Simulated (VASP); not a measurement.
A run of VASP 6.6.1:

POSCAR

```
BaCa3F8
1.0
    3.9782349180     -5.6895120744      0.0000000000
    3.9782349180      5.6895120744      0.0000000000
    0.0000000000      0.0000000000      3.9608481574
Ba F Ca
1 8 3
Direct
    0.0000000000      0.0000000000      0.0000000000
    0.3802126811      0.6197873189      0.5000000000
    0.1450838997      0.8549161003      0.5000000000
    0.8649697315      0.6016368249      0.0000000000
    0.6016368249      0.8649697315      0.0000000000
    0.3983631751      0.1350302685      0.0000000000
    0.1350302685      0.3983631751      0.0000000000
    0.8549161003      0.1450838997      0.5000000000
    0.6197873189      0.3802126811      0.5000000000
    0.5000000000      0.0000000000      0.5000000000
    0.0000000000      0.5000000000      0.5000000000
    0.5000000000      0.5000000000      0.0000000000
```

The input INCAR.step1:

```
PREC = Accurate
ENCUT = 520
EDIFF = 1E-5
ISMEAR = 0
SIGMA = 0.01
LREAL = F
LASPH = T
NELM = 60
ALGO = Normal
ISIF = 2
LWAVE = T
LCHARG = F
GGA = PE
NBANDS = 60
KPAR = 4
```

INCAR.step2

```
PREC = Accurate
ENCUT = 520
EDIFF = 1E-6
ISMEAR = 0
SIGMA = 0.01
LREAL = F
LASPH = T
NELM = 60
ALGO = Normal
ISIF = 2
LWAVE = F
LCHARG = F
GGA = PE
LHFCALC = T
AEXX = 0.25
PRECFOCK = Fast
ISTART = 1
NBANDS = 60
KPAR = 4
```

File KPOINTS:

```
Automatic mesh
0
Gamma
  2 2 4
```

Potentials or basis: VASP PAW PBE potentials, release 64 (Ba_sv, F, Ca_sv).

Command:

```sh
$ cat potpaw_PBE.64/Ba_sv/POTCAR potpaw_PBE.64/F/POTCAR potpaw_PBE.64/Ca_sv/POTCAR > POTCAR
$ cp INCAR.step1 INCAR
$ mpirun -np 4 vasp_std > vasp.out
$ cp INCAR.step2 INCAR
$ mpirun -np 4 vasp_std > vasp.out
```

Hardware: 4 MPI ranks on Intel(R) Xeon(R) 6975P-C (Granite Rapids) (shared host).

Q: Estimate the wall time of this run.

A: It took 16 min on 4 MPI ranks on Intel(R) Xeon(R) 6975P-C (Granite Rapids), on a shared host, peak memory 0.38 GiB a rank. Counts: k points 9.
